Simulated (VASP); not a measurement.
# HgTe (Fm-3m) in VASP: notebook

HgTe is run at these levels: PBE; tasks: single point, relaxation of cell and atoms.

Program: VASP 6.6.1. These are calculated values, not measurements. Logs are shortened: lines on timing, memory, paths and dates and some standing lists are left out, and cuts for length are marked.

### 1 The cell of the first run

The structure is cubic, space group Fm-3m (No. 225). Conventional cell: a = 6.143 Å, b = 6.143 Å, c = 6.143 Å, α = 90.00°, β = 90.00°, γ = 90.00°. Hg (site symmetry m-3m) has 6 Te at 3.07 Å within 4.0 Å. Te (site symmetry m-3m) has 6 Hg at 3.07 Å within 4.0 Å.

### 2 Single point, PBE

Input file INCAR:

```
SYSTEM = HgTe
ALGO     = Normal         ! electronic algorithm
EDIFF    = 1E-6           ! SCF threshold, eV
ENCUT    = 520            ! plane-wave cutoff, eV
GGA      = PE             ! functional
ISIF     = 2              ! what is computed and relaxed
ISMEAR   = 0              ! smearing method
LASPH    = .True.         ! aspherical terms in the spheres
LCHARG   = .False.        ! write CHGCAR
LREAL    = .False.        ! projectors in reciprocal space
LWAVE    = .False.        ! write WAVECAR
NBANDS   = 16             ! bands
NELM     = 100            ! most SCF steps
PREC     = Accurate       ! precision mode
SIGMA    = 0.1            ! smearing width, eV
```

Input file KPOINTS:

```
k-points
0
Gamma
  12 12 12
  0 0 0
```

Input file POSCAR:

```
HgTe
1.0
    0.0000000000      3.0715781730      3.0715781730
    3.0715781730      0.0000000000      3.0715781730
    3.0715781730      3.0715781730      0.0000000000
Hg Te
1 1
Direct
    0.0000000000      0.0000000000      0.0000000000
    0.5000000000      0.5000000000      0.5000000000
```

Potentials or basis: VASP PAW PBE potentials, release 64 (Hg, Te).

On the command line:

```sh
> cat potpaw_PBE.64/Hg/POTCAR potpaw_PBE.64/Te/POTCAR > POTCAR
> mpirun -np 1 vasp_std > vasp.out
```

OUTCAR:

```text
SYSTEM = HgTe
   EDIFF = 1E-6
   ENCUT = 520
   GGA = PE
   ISIF = 2
   ISMEAR = 0
   LASPH = .True.
   LREAL = .False.
   NELM = 100
   PREC = Accurate

 ion  position               nearest neighbor table
   1  0.000  0.000  0.000-   2 3.07   2 3.07   2 3.07   2 3.07   2 3.07   2 3.07
   2  0.500  0.500  0.500-   1 3.07   1 3.07   1 3.07   1 3.07   1 3.07   1 3.07

  LATTYP: Found a face centered cubic cell.
 ALAT       =     6.1431563460

  Lattice vectors:

 A1 = (   0.0000000000,   3.0715781730,   3.0715781730)
 A2 = (   3.0715781730,   0.0000000000,   3.0715781730)
 A3 = (   3.0715781730,   3.0715781730,   0.0000000000)

Analysis of symmetry for initial positions (statically):
=====================================================================
 Subroutine PRICEL returns:
 Original cell was already a primitive cell.

 Routine SETGRP: Setting up the symmetry group for a
 face centered cubic supercell.

 Subroutine GETGRP returns: Found 48 space group operations
 (whereof 48 operations were pure point group operations)
 out of a pool of 48 trial point group operations.

The static configuration has the point symmetry O_h .

Analysis of symmetry for dynamics (positions and initial velocities):
=====================================================================
 Subroutine PRICEL returns:
 Original cell was already a primitive cell.

 Routine SETGRP: Setting up the symmetry group for a
 face centered cubic supercell.

 Subroutine GETGRP returns: Found 48 space group operations
 (whereof 48 operations were pure point group operations)
 out of a pool of 48 trial point group operations.

The dynamic configuration has the point symmetry O_h .

 Subroutine INISYM returns: Found 48 space group operations
 (whereof 48 operations are pure point group operations),
 and found     1 'primitive' translations

----------------------------------------------------------------------------------------

                                     Primitive cell

  volume of cell :      57.9582

  direct lattice vectors                    reciprocal lattice vectors
     0.000000000  3.071578173  3.071578173    -0.162782769  0.162782769  0.162782769
     3.071578173  0.000000000  3.071578173     0.162782769 -0.162782769  0.162782769
     3.071578173  3.071578173  0.000000000     0.162782769  0.162782769 -0.162782769

  length of vectors
     4.343867510  4.343867510  4.343867510     0.281948026  0.281948026  0.281948026

  position of ions in fractional coordinates (direct lattice)
     0.000000000  0.000000000  0.000000000
     0.500000000  0.500000000  0.500000000

  ion indices of the primitive-cell ions
   primitive index   ion index
                 1           1
                 2           2

----------------------------------------------------------------------------------------

 KPOINTS: k-points

Automatic generation of k-mesh.
 Grid dimensions read from file:
 generate k-points for:   12   12   12

 Generating k-lattice:

  Cartesian coordinates                     Fractional coordinates (reciprocal lattice)
    -0.013565231  0.013565231  0.013565231     0.083333333  0.000000000  0.000000000
     0.013565231 -0.013565231  0.013565231     0.000000000  0.083333333  0.000000000
     0.013565231  0.013565231 -0.013565231     0.000000000  0.000000000  0.083333333

  Length of vectors
     0.023495669  0.023495669  0.023495669

  Shift w.r.t. Gamma in fractional coordinates (k-lattice)
     0.000000000  0.000000000  0.000000000

 Subroutine IBZKPT returns following result:
 ===========================================

 Found     72 irreducible k-points:

 Following reciprocal coordinates:
            Coordinates               Weight
  0.000000  0.000000  0.000000      1.000000
  0.083333  0.000000  0.000000      8.000000
  0.166667  0.000000  0.000000      8.000000
  0.250000  0.000000  0.000000      8.000000
  0.333333  0.000000  0.000000      8.000000
  0.416667  0.000000  0.000000      8.000000
[... 16 lines left out ...]
  0.500000  0.166667  0.000000     24.000000
 -0.416667  0.166667  0.000000     24.000000
 [... further k-points ...]
   k-points           NKPTS =     72   k-points in BZ     NKDIM =     72   number of bands    NBANDS=     16
   number of dos      NEDOS =    301   number of ions     NIONS =      2
   total plane-waves  NPLWV =  32768
   dimension x,y,z NGX =    32 NGY =   32 NGZ =   32
   dimension x,y,z NGXF=    64 NGYF=   64 NGZF=   64
   ions per type =               1   1
   NGX,Y,Z   is equivalent  to a cutoff of  12.25, 12.25, 12.25 a.u.
   NGXF,Y,Z  is equivalent  to a cutoff of  24.49, 24.49, 24.49 a.u.
 SYSTEM =  HgTe
   PREC   = accura    normal or accurate (medium, high low for compatibility)
   ISTART =      0    job   : 0-new  1-cont  2-samecut
   ICHARG =      2    charge: 1-file 2-atom 10-const
   ISPIN  =      1    spin polarized calculation?
   LNONCOLLINEAR =      F non collinear calculations
   LSORBIT =      F    spin-orbit coupling
   LASPH  =      T    aspherical Exc in radial PAW
   ENCUT  =  520.0 eV  38.22 Ry    6.18 a.u.   8.08  8.08  8.08*2*pi/ulx,y,z
   NELM   =    100;   NELMIN=  2; NELMDL= -5     # of ELM steps
   EDIFF  = 0.1E-05   stopping-criterion for ELM
   LREAL  =      F    real-space projection
   EDIFFG = 0.1E-04   stopping-criterion for IOM
   NSW    =      0    number of steps for IOM
   IBRION =     -1    ionic relax: 0-MD 1-quasi-New 2-CG
   NFREE  =      0    steps in history (QN), initial steepest desc. (CG)
   ISIF   =      2    stress and relaxation
   ISYM   =      2    0-nonsym 1-usesym 2-fastsym
   POTIM  = 0.5000    time-step for ionic-motion
   TEBEG  =    0.0;   TEEND  =   0.0 temperature during run
   PSTRESS=    0.0 pullay stress
   NELECT =      18.0000    total number of electrons
   NUPDOWN=      -1.0000    fix difference up-down
   EMIN   =  10.00;   EMAX   =-10.00  energy-range for DOS
   EFERMI =   0.00;   METHOD = LEGACY
   ISMEAR =     0;   SIGMA  =   0.10  broadening in eV -4-tet -1-fermi 0-gaus
   EFERMI_NEDOS =   21; number of points for ismear=-14 and -15
   IALGO  =     38    algorithm
   IMIX   =      4    mixing-type and parameters
     AMIX     =   0.40;   BMIX     =  1.00
     AMIX_MAG =   1.60;   BMIX_MAG =  1.00
  volume/ion in A,a.u.               =      28.98       195.56
  Fermi-wavevector in a.u.,A,eV,Ry     =   1.108649  2.095043 16.722958  1.229103
  Thomas-Fermi vector in A             =   2.245179
   LORBIT       =      0    0 simple, 1 ext, 2 COOP (PROOUT), +10 PAW based schemes
   GGA     = PE    functional components
   LHFCALC =     F    Hartree Fock is set to
   AEXX    =    0.0000 exact exchange contribution
   IVDW    =     0    specifies the selected vdW correction
   LEPSILON=     F    determine dielectric tensor
   LRPA    =     F    only Hartree local field effects (RPA)
 non-spin polarized calculation
 Gauss-broadening in eV      SIGMA  =   0.10
  energy-cutoff  :      520.00
  volume of cell :       57.96
 maximum number of plane-waves:      1588
   NGX = 17   NGY = 17   NGZ = 17

 number of electron      18.0000000 magnetization

 Free energy of the ion-electron system (eV)
  ---------------------------------------------------
  ext. energy  EPLUGINS =         0.00000000
  ---------------------------------------------------
  free energy    TOTEN  =        -3.34534618 eV

  energy without entropy =       -3.34001154  energy(sigma->0) =       -3.34267886

 E-fermi :   4.1292     XC(G=0):  -9.7715

 val. band max:        4.0643558129   @ k =  -0.1667   0.2500   0.0833
 cond. band min:       4.1383054743   @ k =   0.3333   0.0000   0.0000
 fundamental gap:      0.0739496614
 Fermi energy:         4.1292419648

 k-point     1 :       0.0000    0.0000    0.0000
  band No.  band energies     occupation
      1      -7.7248      2.00000
      2      -2.4709      2.00000
      3      -2.4709      2.00000
      4      -2.4138      2.00000
      5      -2.4138      2.00000
      6      -2.4138      2.00000
[... 8 lines left out ...]
     15      11.8816      0.00000
     16      11.8816      0.00000

 k-point     2 :       0.0833    0.0000    0.0000
  band No.  band energies     occupation
      1      -7.6667      2.00000
      2      -2.4919      2.00000
      3      -2.4919      2.00000
      4      -2.4208      2.00000
      5      -2.4060      2.00000
      6      -2.4060      2.00000
[... 8 lines left out ...]
     15      12.0792      0.00000
     16      12.0792      0.00000

 k-point     3 :       0.1667    0.0000    0.0000
  band No.  band energies     occupation
      1      -7.4985      2.00000
      2      -2.5529      2.00000
      3      -2.5529      2.00000
      4      -2.4454      2.00000
      5      -2.3790      2.00000
      6      -2.3790      2.00000
[... 8 lines left out ...]
     15      12.4267      0.00000
     16      12.4267      0.00000

 k-point     4 :       0.2500    0.0000    0.0000
  band No.  band energies     occupation
      1      -7.2410      2.00000
      2      -2.6352      2.00000
      3      -2.6352      2.00000
      4      -2.5011      2.00000
      5      -2.3393      2.00000
      6      -2.3393      2.00000
[... 8 lines left out ...]
     15      12.9735      0.00000
     16      12.9735      0.00000
[... 324 lines left out ...]
 k-point    22 :       0.4167    0.1667    0.0000
  band No.  band energies     occupation
      1      -6.7955      2.00000
      2      -2.7228      2.00000
      3      -2.6271      2.00000
      4      -2.5401      2.00000
      5      -2.2884      2.00000
      6      -2.2552      2.00000
[... 8 lines left out ...]
     15      15.0336      0.00000
     16      15.3040      0.00000

 k-point    23 :       0.5000    0.1667    0.0000
  band No.  band energies     occupation
      1      -6.6173      2.00000
      2      -2.6993      2.00000
      3      -2.6812      2.00000
      4      -2.6121      2.00000
      5      -2.2558      2.00000
      6      -2.2437      2.00000
[... 8 lines left out ...]
     15      15.2332      0.00000
     16      15.6157      0.00000

 k-point    24 :      -0.4167    0.1667    0.0000
  band No.  band energies     occupation
      1      -6.5795      2.00000
      2      -2.7461      2.00000
      3      -2.7403      2.00000
      4      -2.5672      2.00000
      5      -2.2552      2.00000
      6      -2.2362      2.00000
[... 8 lines left out ...]
     15      14.3202      0.00000
     16      14.7923      0.00000

 [... further k-points ...]
[... 5 lines left out ...]
  --------------------------------------------------------------------------------------
  -------------------------------------------------------------------------------------
  Total        0.0379186      0.0379186      0.0379186      0.0000000      0.0000000     -0.0000000
  in kB        1.0482094      1.0482094      1.0482094      0.0000000      0.0000000     -0.0000000
  external PRESSURE =       1.0482094 kB  Pullay stress =       0.0000000 kB

 VOLUME and BASIS-vectors are now :
 -----------------------------------------------------------------------------
  energy-cutoff  :      520.00
  volume of cell :       57.96
      direct lattice vectors                 reciprocal lattice vectors
     0.000000000  3.071578173  3.071578173    -0.162782769  0.162782769  0.162782769
     3.071578173  0.000000000  3.071578173     0.162782769 -0.162782769  0.162782769
     3.071578173  3.071578173  0.000000000     0.162782769  0.162782769 -0.162782769

 POSITION                                       TOTAL-FORCE (eV/Angst)
 -----------------------------------------------------------------------------------
      0.00000      0.00000      0.00000         0.000000      0.000000     -0.000000
      3.07158      3.07158      3.07158        -0.000000     -0.000000      0.000000
 -----------------------------------------------------------------------------------
    total drift:                                0.000000     -0.000000     -0.000000

  FREE ENERGIE OF THE ION-ELECTRON SYSTEM (eV)
  ---------------------------------------------------
  free  energy   TOTEN  =        -3.3453461833 eV

  energy  without entropy=       -3.3400115414  energy(sigma->0) =       -3.34267886
```

Wall time 19 s (1 thread of Intel Xeon 6975P-C (Granite Rapids), shared host); peak memory 0.21 GiB.

Results:

```yaml
Free_energy: -3.3453 eV
Pressure: 0.1 GPa
Band_gap_on_the_k_mesh: zero (band 9 reaches 4.41 eV, above the bottom of band 10 at 1.98 eV)
```

Levels at points of the mesh, in eV from the Fermi level:
```tsv
k point	band 6	band 7	band 8	band 9	band 10	band 11	band 12	band 13
(0.00, 0.00, 0.00)	-6.54	-1.01	-0.64	-0.64	-0.64	7.65	7.65	7.65
(0.50, 0.00, 0.00)	-6.39	-5.39	0.28	0.28	2.69	3.60	4.02	4.02
(0.50, 0.50, 0.00)	-5.77	-4.08	-2.68	-2.15	-2.15	4.91	9.07	9.07
```

Caveat: spin-orbit coupling is left out, which moves the levels of the heavy elements.

### 3 Relaxation of cell and atoms, PBE

This run uses another cell than the first one, of 29.14 Å³/atom, 1.005 times its volume.

Input file INCAR:

```
SYSTEM = HgTe
PREC = Accurate
ENCUT = 600
EDIFF = 1E-7
ISMEAR = 0
SIGMA = 0.1
LREAL = .False.
LASPH = .True.
NELM = 60
ALGO = Normal
ISIF = 3
LWAVE = .False.
LCHARG = .False.
GGA = PE
IBRION = 2
NSW = 100
EDIFFG = -0.005
```

Input file KPOINTS:

```
regular mesh
0
Gamma
  12 12 12
  0 0 0
```

Input file POSCAR:

```
HgTe
1.0
    0.0000000000      3.0771170000      3.0771170000
    3.0771170000      0.0000000000      3.0771170000
    3.0771170000      3.0771170000      0.0000000000
Hg Te
1 1
Direct
    0.0000000000      0.0000000000      0.0000000000
    0.5000000000      0.5000000000      0.5000000000
```

Potentials or basis: VASP PAW PBE potentials, release 64 (Hg, Te).

On the command line:

```sh
> cat potpaw_PBE.64/Hg/POTCAR potpaw_PBE.64/Te/POTCAR > POTCAR
> mpirun -np 1 vasp_std > vasp.out
```

OUTCAR:

```text
SYSTEM = HgTe
   PREC = Accurate
   ENCUT = 600
   EDIFF = 1E-7
   ISMEAR = 0
   LREAL = .False.
   LASPH = .True.
   NELM = 60
   ISIF = 3
   GGA = PE
   IBRION = 2
   NSW = 100
   EDIFFG = -0.005

 ion  position               nearest neighbor table
   1  0.000  0.000  0.000-   2 3.08   2 3.08   2 3.08   2 3.08   2 3.08   2 3.08
   2  0.500  0.500  0.500-   1 3.08   1 3.08   1 3.08   1 3.08   1 3.08   1 3.08

  LATTYP: Found a face centered cubic cell.
 ALAT       =     6.1542340000
[... 612 lines left out ...]
      8       2.7044      2.00000
      9       3.9119      1.99353
     10       5.9176      0.00000
     11       8.1615      0.00000
     12       8.9311      0.00000
     13      10.6004      0.00000

 [... further k-points ...]
[... 5 lines left out ...]
  --------------------------------------------------------------------------------------
  -------------------------------------------------------------------------------------
  Total        0.0097787      0.0097787      0.0097787     -0.0000000     -0.0000000      0.0000000
  in kB        0.2697086      0.2697086      0.2697086     -0.0000000     -0.0000000      0.0000000
  external PRESSURE =       0.2697086 kB  Pullay stress =       0.0000000 kB

 VOLUME and BASIS-vectors are now :
 -----------------------------------------------------------------------------
  energy-cutoff  :      600.00
  volume of cell :       58.09
      direct lattice vectors                 reciprocal lattice vectors
     0.000000000  3.073892750  3.073892750    -0.162660197  0.162660197  0.162660197
     3.073892750 -0.000000000  3.073892750     0.162660197 -0.162660197  0.162660197
     3.073892750  3.073892750 -0.000000000     0.162660197  0.162660197 -0.162660197

 POSITION                                       TOTAL-FORCE (eV/Angst)
 -----------------------------------------------------------------------------------
      6.14779      3.07389      3.07389         0.000000     -0.000000      0.000000
      3.07389      3.07389      3.07389        -0.000000      0.000000     -0.000000
 -----------------------------------------------------------------------------------
    total drift:                                0.000000      0.000000      0.000000

  FREE ENERGIE OF THE ION-ELECTRON SYSTEM (eV)
  ---------------------------------------------------
  free  energy   TOTEN  =        -3.3454513185 eV

  energy  without entropy=       -3.3401040243  energy(sigma->0) =       -3.34277767

 reached required accuracy - stopping structural energy minimisation
```

CONTCAR:

```text
HgTe
   1.00000000000000
     0.0000000000000000    3.0738927497184809    3.0738927497184809
     3.0738927497184809   -0.0000000000000000    3.0738927497184809
     3.0738927497184809    3.0738927497184809   -0.0000000000000000
  Hg              Te
     1     1
Direct
     0.0000000000000000    1.0000000000000000    1.0000000000000000
     0.5000000000000000    0.5000000000000000    0.5000000000000000

  0.00000000E+00  0.00000000E+00  0.00000000E+00
  0.00000000E+00  0.00000000E+00  0.00000000E+00
```

Run time: 39 s. Hardware: 1 thread of Intel Xeon 6975P-C (Granite Rapids), shared host; peak memory 0.25 GiB.

Results:

* Free energy: -3.3455 eV
* Relaxed volume: 29.04 Å³/atom
* Relaxed cell: a = 4.347 Å, b = 4.347 Å, c = 4.347 Å, α = 60.00°, β = 60.00°, γ = 60.00°
* Space group after relaxing (to 0.05 Å): Fm-3m (No. 225)
* Energy gained by relaxing: 0.0 meV/atom
* Ionic steps: 2
* Pressure after relaxing: 0.0 GPa
* Band gap on the k mesh: zero (band 9 reaches 4.39 eV, above the bottom of band 10 at 1.96 eV)

Final structure:
```
Hg Te
1.0
     0.00000    3.07389    3.07389
     3.07389    0.00000    3.07389
     3.07389    3.07389    0.00000
Hg Te
1 1
Cartesian
  6.1478 3.0739 3.0739
  3.0739 3.0739 3.0739
```

Caveat: spin-orbit coupling is left out, which moves the levels of the heavy elements.
